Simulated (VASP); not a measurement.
# SnO (Pm-3m) in VASP: notebook, part 2 of 2

VASP 6.6.1. The steps go on from the part before.

## (3) Single point, PBE

This run uses another cell than the first one, of 14.75 Å³/atom, 0.960 times its volume.

INCAR

```
PREC = Accurate
ENCUT = 520
EDIFF = 1E-6
ISMEAR = -1
SIGMA = 0.05
LREAL = False
LASPH = True
NELM = 60
ALGO = Normal
ISIF = 2
LWAVE = False
LCHARG = True
GGA = PE
LELF = True
LVHAR = True
NBANDS = 17
```

KPOINTS

```
regular mesh
0
Gamma
  9 9 9
```

POSCAR

```
SnO
1.0
    3.0896014328      0.0000000000      0.0000000000
    0.0000000000      3.0896014328      0.0000000000
    0.0000000000      0.0000000000      3.0896014328
Sn O
1 1
Direct
    0.0000000000      0.0000000000      0.0000000000
    0.5000000000      0.5000000000      0.5000000000
```

Potentials or basis: VASP PAW PBE potentials, release 64 (Sn_d, O).

On the command line:

```console
> cat potpaw_PBE.64/Sn_d/POTCAR potpaw_PBE.64/O/POTCAR > POTCAR
> mpirun -np 1 vasp_std > vasp.out
```

OUTCAR:

```text
PREC = Accurate
   ENCUT = 520
   EDIFF = 1E-6
   ISMEAR = -1
   LREAL = False
   LASPH = True
   NELM = 60
   ISIF = 2
   GGA = PE

 ion  position               nearest neighbor table
   1  0.000  0.000  0.000-   2 2.68   2 2.68   2 2.68   2 2.68   2 2.68   2 2.68   2 2.68   2 2.68

   2  0.500  0.500  0.500-   1 2.68   1 2.68   1 2.68   1 2.68   1 2.68   1 2.68   1 2.68   1 2.68

  LATTYP: Found a simple cubic cell.
 ALAT       =     3.0896014328

  Lattice vectors:
[... 191 lines left out ...]
      4     -12.7822      2.00000
      5     -12.7822      2.00000
      6      -9.6022      2.00000
[... 457 lines left out ...]
      4     -12.8576      2.00000
      5     -12.7701      2.00000
      6      -8.3678      2.00000
[... 9 lines left out ...]
     16      23.9274      0.00000
     17      25.0984      0.00000

 [... further k-points ...]
[... 5 lines left out ...]
  --------------------------------------------------------------------------------------
  -------------------------------------------------------------------------------------
  Total        0.8089004      0.8089004      0.8089004      0.0000000      0.0000000     -0.0000000
  in kB       43.9438657     43.9438657     43.9438657      0.0000000      0.0000000     -0.0000000
  external PRESSURE =      43.9438657 kB  Pullay stress =       0.0000000 kB

 VOLUME and BASIS-vectors are now :
 -----------------------------------------------------------------------------
  energy-cutoff  :      520.00
  volume of cell :       29.49
      direct lattice vectors                 reciprocal lattice vectors
     3.089601433  0.000000000  0.000000000     0.323666344  0.000000000  0.000000000
     0.000000000  3.089601433  0.000000000     0.000000000  0.323666344  0.000000000
     0.000000000  0.000000000  3.089601433     0.000000000  0.000000000  0.323666344

 POSITION                                       TOTAL-FORCE (eV/Angst)
 -----------------------------------------------------------------------------------
      0.00000      0.00000      0.00000         0.000000      0.000000      0.000000
      1.54480      1.54480      1.54480         0.000000      0.000000      0.000000
 -----------------------------------------------------------------------------------
    total drift:                                0.000000      0.000000     -0.000000

  FREE ENERGIE OF THE ION-ELECTRON SYSTEM (eV)
  ---------------------------------------------------
  free  energy   TOTEN  =        -9.8253722973 eV

  energy  without entropy=       -9.8247754975  energy(sigma->0) =       -9.82507390
```

OSZICAR:

```text
N       E                     dE             d eps       ncg     rms          rms(c)
DAV:   1     0.149021252023E+03    0.14902E+03   -0.10379E+04  1233   0.183E+03
DAV:   2     0.130606018991E+01   -0.14772E+03   -0.13996E+03  1327   0.395E+02
DAV:   3    -0.114627737603E+02   -0.12769E+02   -0.12689E+02  1339   0.102E+02
DAV:   4    -0.117099146029E+02   -0.24714E+00   -0.24701E+00  1436   0.149E+01
DAV:   5    -0.117153009407E+02   -0.53863E-02   -0.53860E-02  1519   0.215E+00    0.799E+00
DAV:   6    -0.101012433975E+02    0.16141E+01   -0.10606E+01  1431   0.422E+01    0.488E+00
DAV:   7    -0.985305437575E+01    0.24819E+00   -0.16321E+00  1410   0.770E+00    0.130E+00
DAV:   8    -0.982546196501E+01    0.27592E-01   -0.14375E-01  1420   0.318E+00    0.173E-01
DAV:   9    -0.982531393019E+01    0.14803E-03   -0.45971E-03  1580   0.690E-01    0.845E-02
DAV:  10    -0.982540500986E+01   -0.91080E-04   -0.47191E-04  1585   0.337E-01    0.317E-02
DAV:  11    -0.982538079864E+01    0.24211E-04   -0.16172E-04  1508   0.187E-01    0.208E-02
DAV:  12    -0.982537220062E+01    0.85980E-05   -0.19004E-05  1513   0.417E-02    0.271E-03
DAV:  13    -0.982537229733E+01   -0.96714E-07   -0.12268E-06   811   0.967E-03
   1 F= -.98253723E+01 E0= -.98250739E+01  d E =-.596800E-03
```

It took 26 s on 1 thread of AMD EPYC 7R13, shared host; peak memory 0.12 GiB.

What came out:

| Item | Value |
| --- | --- |
| Free energy | -9.8254 eV |
| Pressure | 4.4 GPa |
| Band gap on the k mesh | 0.38 eV, indirect (least direct gap 0.98 eV) |

Caveat: spin-orbit coupling is left out, which moves the levels of the heavy elements.

## (4) Single point, PBE

This run uses another cell than the first one, of 15.05 Å³/atom, 0.980 times its volume.

INCAR

```
SYSTEM = SnO
ALGO = Normal
EDIFF = 1E-6
ENCUT = 520
GGA = PE
ISIF = 2
ISMEAR = -1
LASPH = .True.
LCHARG = .True.
LELF = .True.
LREAL = .False.
LVHAR = .True.
LWAVE = .False.
NBANDS = 17
NELM = 80
PREC = Accurate
SIGMA = 0.05
```

KPOINTS

```
k-points
0
Gamma
  9 9 9
  0 0 0
```

POSCAR

```
SnO
1.0
    3.1109097022      0.0000000000      0.0000000000
    0.0000000000      3.1109097022      0.0000000000
    0.0000000000      0.0000000000      3.1109097022
Sn O
1 1
Direct
    0.0000000000      0.0000000000      0.0000000000
    0.5000000000      0.5000000000      0.5000000000
```

On the command line:

```console
> cat potpaw_PBE.64/Sn_d/POTCAR potpaw_PBE.64/O/POTCAR > POTCAR
> mpirun -np 1 vasp_std > vasp.out
```

It took 30 s on 1 thread of AMD EPYC 7R13, shared host; peak memory 0.12 GiB.

It converged, with:

```yaml
Free_energy: -9.8385 eV
Pressure: 2.0 GPa
Band_gap_on_the_k_mesh: 0.43 eV, indirect (least direct gap 0.95 eV)
```

Levels at points of the mesh, in eV from the valence-band top:
| k point | band 7 | band 8 | band 9 | band 10 | band 11 | band 12 | band 13 | band 14 |
| --- | --- | --- | --- | --- | --- | --- | --- | --- |
| (0.00, 0.00, 0.00) | -7.30 | -2.34 | -2.34 | -2.34 | 8.24 | 8.24 | 8.27 | 8.27 |

Caveat: spin-orbit coupling is left out, which moves the levels of the heavy elements.

## (5) Single point, PBE

This run uses another cell than the first one, of 15.97 Å³/atom, 1.040 times its volume.

INCAR

```
SYSTEM = SnO
PREC = Accurate ; ENCUT = 520
EDIFF = 1E-6 ; ISMEAR = -1
SIGMA = 0.05 ; LREAL = .False.
LASPH = .True. ; NELM = 80
ALGO = Normal ; ISIF = 2
LWAVE = .False. ; LCHARG = .False.
GGA = PE ; NBANDS = 17
```

KPOINTS

```
Automatic mesh
0
Gamma
  9 9 9
  0 0 0
```

POSCAR

```
SnO
1.0
    3.1731443316      0.0000000000      0.0000000000
    0.0000000000      3.1731443316      0.0000000000
    0.0000000000      0.0000000000      3.1731443316
Sn O
1 1
Direct
    0.0000000000      0.0000000000      0.0000000000
    0.5000000000      0.5000000000      0.5000000000
```

On the command line:

```console
> cat potpaw_PBE.64/Sn_d/POTCAR potpaw_PBE.64/O/POTCAR > POTCAR
> mpirun -np 1 vasp_std > vasp.out
```

Run time: 32 s. Hardware: 1 thread of AMD EPYC 7R13, shared host; peak memory 0.12 GiB.

The run converged. Its results:

- Free energy: -9.8297 eV
- Pressure: -3.7 GPa
- Band gap on the k mesh: 0.56 eV, indirect (least direct gap 0.86 eV)

Levels at points of the mesh, in eV from the valence-band top:
| k point | band 6 | band 7 | band 8 | band 9 | band 10 | band 11 | band 12 | band 13 | band 14 | band 15 |
| --- | --- | --- | --- | --- | --- | --- | --- | --- | --- | --- |
| (0.00, 0.00, 0.00) | -17.38 | -7.24 | -2.04 | -2.04 | -2.04 | 7.86 | 7.86 | 7.86 | 8.21 | 8.21 |

Caveat: spin-orbit coupling is left out, which moves the levels of the heavy elements.

## (6) Single point, PBE

This run uses another cell than the first one, of 16.28 Å³/atom, 1.060 times its volume.

INCAR

```
SYSTEM = SnO
PREC = Accurate
ENCUT = 520
EDIFF = 1E-6
ISMEAR = -1
SIGMA = 0.05
LREAL = .False.
LASPH = .True.
NELM = 100
ALGO = Normal
ISIF = 2
LWAVE = .False.
LCHARG = .False.
GGA = PE
NBANDS = 17
```

KPOINTS

```
regular mesh
0
Gamma
  9 9 9
  0 0 0
```

POSCAR

```
SnO
1.0
    3.1933559869      0.0000000000      0.0000000000
    0.0000000000      3.1933559869      0.0000000000
    0.0000000000      0.0000000000      3.1933559869
Sn O
1 1
Direct
    0.0000000000      0.0000000000      0.0000000000
    0.5000000000      0.5000000000      0.5000000000
```

Potentials or basis: VASP PAW PBE potentials, release 64 (Sn_d, O).

On the command line:

```console
> cat potpaw_PBE.64/Sn_d/POTCAR potpaw_PBE.64/O/POTCAR > POTCAR
> mpirun -np 1 vasp_std > vasp.out
```

It took 32 s on 1 thread of AMD EPYC 7R13, shared host; peak memory 0.12 GiB.

It converged, with:

| Quantity | Value |
| --- | --- |
| Free energy | -9.8136 eV |
| Pressure | -5.2 GPa |
| Band gap on the k mesh | 0.60 eV, indirect (least direct gap 0.83 eV) |

Levels at points of the mesh, in eV from the valence-band top:
```tsv
k point	band 7	band 8	band 9	band 10	band 11	band 12	band 13	band 14
(0.00, 0.00, 0.00)	-7.21	-1.95	-1.95	-1.95	7.73	7.73	7.73	8.19
```

Caveat: spin-orbit coupling is left out, which moves the levels of the heavy elements.

## (7) Overview

| cell | gap on the mesh (eV) | pressure (GPa) |
| --- | --- | --- |
| a = 3.132 Å, 2 atoms | 0.47 | 0.0 |
| a = 3.090 Å, 2 atoms | 0.38 | 4.4 |
| a = 3.111 Å, 2 atoms | 0.43 | 2.0 |
| a = 3.173 Å, 2 atoms | 0.56 | -3.7 |
| a = 3.193 Å, 2 atoms | 0.60 | -5.2 |

Alike in all rows: task single point; level PBE; potentials or basis VASP PAW PBE potentials, release 64 (Sn_d, O); no spin polarisation; k mesh 9 × 9 × 9; cutoff (eV) 520; smearing fermi-dirac 0.05 eV.

Caveats: spin-orbit coupling is left out, which moves the levels of the heavy elements.

Absolute energies hang on the potentials; compare differences alone.
